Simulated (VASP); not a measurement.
Input of a VASP 6.6.1 run:

INCAR

```
SYSTEM = Co
PREC     = Accurate       ! precision mode
ENCUT    = 690            ! plane-wave cutoff, eV
EDIFF    = 1E-7           ! SCF threshold, eV
ISMEAR   = -1             ! smearing method
SIGMA    = 0.02           ! smearing width, eV
LREAL    = .False.        ! projectors in reciprocal space
LASPH    = .True.         ! aspherical terms in the spheres
NELM     = 200            ! most SCF steps
ALGO     = Normal         ! electronic algorithm
ISIF     = 3              ! what is computed and relaxed
LWAVE    = .False.        ! write WAVECAR
LCHARG   = .False.        ! write CHGCAR
ISPIN    = 2              ! spin polarisation
MAGMOM   = 2.5 2.5        ! initial moments
LORBIT   = 11             ! projections on sites
LMAXMIX  = 4              ! l up to which the mixer works
GGA      = PS             ! functional
IBRION   = 2              ! ionic algorithm
NSW      = 80             ! ionic steps
EDIFFG   = -0.03          ! ionic threshold
GGA_COMPAT= .False.      
NELMIN   = 4
```

The input KPOINTS:

```
Automatic mesh
0
Gamma
  12 12 6
  0 0 0
```

Contents of POSCAR:

```
Co
1.0
    2.5074000000      0.0000000000      0.0000000000
   -1.2537000000      2.1714720000      0.0000000000
    0.0000000000      0.0000000000      4.0699000000
Co
2
Direct
    0.3333333333      0.6666666667      0.2500000000
    0.6666666667      0.3333333333      0.7500000000
```

Potentials or basis: VASP PAW PBE potentials, release 64 (Co_sv).

Run with:

```console
$ cat potpaw_PBE.64/Co_sv/POTCAR > POTCAR
$ mpirun -np 1 vasp_std > vasp.out
```

Question: What does it give for the net moment?

Answer: 3.05 μB per cell.

Question: Predict the site moments.

Answer: Co +1.58 μB.

Question: Estimate the space group after relaxing (to 0.1 Å).

Answer: P6_3/mmc (No. 194).

Question: What does it give for the relaxed cell?

Answer: a = 2.453 Å, b = 2.453 Å, c = 3.950 Å, α = 90.00°, β = 90.00°, γ = 120.00°.

The path:
```
step  energy change (eV)  largest force (eV/Å)  pressure (GPa)  volume (Å³)
   1              0.0000                0.0000          -14.12        22.16
   2              0.0186                0.0000           21.84        19.17
   3             -0.0711                0.0000           -0.33        20.65
   4             -0.0711                0.0000            0.01        20.62
   5             -0.0711                0.0000            0.36        20.59
   6             -0.0716                0.0000            0.43        20.59
```

Caveat: the PAW data sets were made with another functional, which shifts forces and pressure a little.
